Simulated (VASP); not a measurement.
Input of a VASP 6.6.1 run:

Contents of INCAR:

```
PREC = Accurate ; ENCUT = 600
EDIFF = 1E-6 ; ISMEAR = -1
SIGMA = 0.03 ; LREAL = False
LASPH = True ; NELM = 80
ALGO = Normal ; ISIF = 3
LWAVE = False ; LCHARG = False
GGA = PS ; IBRION = 2
NSW = 100 ; EDIFFG = -0.01
```

Contents of KPOINTS:

```
regular mesh
0
Gamma
  4 4 6
```

File POSCAR:

```
Tl2BiN3
1.0
    2.6152229300     -5.5329742100      0.0000000000
    2.6152229300      5.5329742100      0.0000000000
    0.0000000000      0.0000000000      4.1185127300
Tl Bi N
2 1 3
Direct
    0.6549724600      0.3450275400      0.5000000000
    0.3450275400      0.6549724600      0.5000000000
    0.0000000000      0.0000000000      0.0000000000
    0.1453886500      0.8546113500      0.5000000000
    0.8546113500      0.1453886500      0.5000000000
    0.5000000000      0.5000000000      0.0000000000
```

Potentials or basis: VASP PAW PBE potentials, release 64 (Tl_d, Bi_d, N).

Run with:

```console
$ cat potpaw_PBE.64/Tl_d/POTCAR potpaw_PBE.64/Bi_d/POTCAR potpaw_PBE.64/N/POTCAR > POTCAR
$ mpirun -np 1 vasp_std > vasp.out
```

Question: Predict the space group after relaxing (to 0.1 Å).

Answer: Cmmm (No. 65).

Question: What does it give for the relaxed cell?

Answer: a = 6.008 Å, b = 6.008 Å, c = 3.719 Å, α = 90.00°, β = 90.00°, γ = 131.92°.

The path:
```
step  energy change (eV)  largest force (eV/Å)  pressure (GPa)  volume (Å³)
   1              0.0000                0.8774          -11.66       119.19
   2             -0.8611                0.6550            6.23        95.92
   3             -0.9217                0.7627            1.20        99.89
   4             -0.9895                0.2976            0.37        99.92
   5             -0.9902                0.2532            0.41        99.92
   6             -1.0004                0.1609           -0.37       100.50
   7             -1.0031                0.0780           -1.03       100.99
   8             -1.0085                0.0168           -0.19       100.09
   9             -1.0086                0.0351            0.00        99.91
  10             -1.0091                0.0107            0.04        99.84
  11             -1.0092                0.0228            0.06        99.79
  12             -1.0092                0.0198            0.06        99.80
  13             -1.0092                0.0128            0.05        99.82
  14             -1.0092                0.0191            0.06        99.80
  15             -1.0092                0.0096           -0.02        99.88
```

Caveat: the volume moved by over 15 % at a fixed basis, so the end points are rough; the PAW data sets were made with another functional, which shifts forces and pressure a little.
